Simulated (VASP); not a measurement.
## C: single point with PBE+D3(BJ)

Crystal: C.

```xyz
2
Lattice="1.2531 0.7235 3.4175 -1.2531 0.7235 3.4175 0.0000 -1.4469 3.4175" Properties=species:S:1:pos:R:3 pbc="T T T"
C     0.0000    0.0000    1.7853
C     0.0000    0.0000    8.4673
```

```yaml
Program: VASP 6.6.1
Task: single point
Functional: PBE
Dispersion: D3(BJ)
Potentials_or_basis: VASP PAW PBE potentials, release 64 (C)
Cutoff: 520 eV
k_mesh: 15 × 15 × 15
Occupations: gaussian, width 0.05 eV
Spin: no spin polarisation
```

```
Pressure                   : -13.7 GPa
Largest force              : 2.561 eV/Å
Band gap on the k mesh     : 0.41 eV, direct
Dispersion energy per atom : -0.151 eV
```

Forces on the atoms (eV/Å):
```
C    0.000  0.000 -2.561
C    0.000  0.000  2.561
```

Stress tensor (GPa, compression positive):
```
-18.73   0.00   0.00
  0.00 -18.73   0.00
  0.00   0.00  -3.73
```

Levels at points of the mesh, in eV from the valence-band top:
```
           k point  band 2  band 3  band 4  band 5  band 6  band 7
(0.00, 0.00, 0.00)   -5.95   -2.57   -2.57    4.07    8.32    8.32
```

Wall time 52 s on 1 thread of Intel(R) Xeon(R) Platinum 8488C (Sapphire Rapids), on a shared host, peak memory 0.2 GiB.

Caveat: forces of over 1 eV/Å act on the atoms, so gaps and moduli don't describe the material at rest. A k mesh can miss the band edges.
